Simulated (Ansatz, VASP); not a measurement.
**Two plane-wave programs on TaF**

```
CELL_PARAMETERS angstrom
2.44207 -1.53302 0.07976
2.44207 1.53302 0.07976
-1.90852 0.00000 8.10347
ATOMIC_POSITIONS crystal
Ta 0.82700 0.82700 0.14552
Ta 0.17300 0.17300 0.85448
F 0.22830 0.22830 0.32271
F 0.77170 0.77170 0.67729
```

Change from the starting cell: species swapped into the ZrBr type (C2/m, No. 12).

Alike in both runs: functional PBE; k mesh 8 × 8 × 3; occupations gaussian, width 0.2 eV; no spin polarisation.

Ansatz relaxed the structure, and its values are those at the end. VASP's run is a single point on that final structure, the one shown.

|  | VASP | Ansatz |
| --- | --- | --- |
| version | VASP 6.6.1 | Ansatz 0.2.0 |
| potentials or method | VASP PAW PBE potentials, release 64 (Ta_sv_GW, F), cutoff 600 eV | scalar-relativistic, plane waves, PAW |
| valence electrons in the cell | 40 | 40 |

```tsv
	VASP	Ansatz	Ansatz less VASP
gap on the k mesh at the Fermi level (eV)	none	none	-
pressure (GPa)	0.0	0.2	+0.25
rms of the force components (eV/Å)	0.006	0.013	+0.0069
```

A gap of «none» marks a metal or a gap that the smearing closes.

Neither program's run includes spin-orbit coupling.
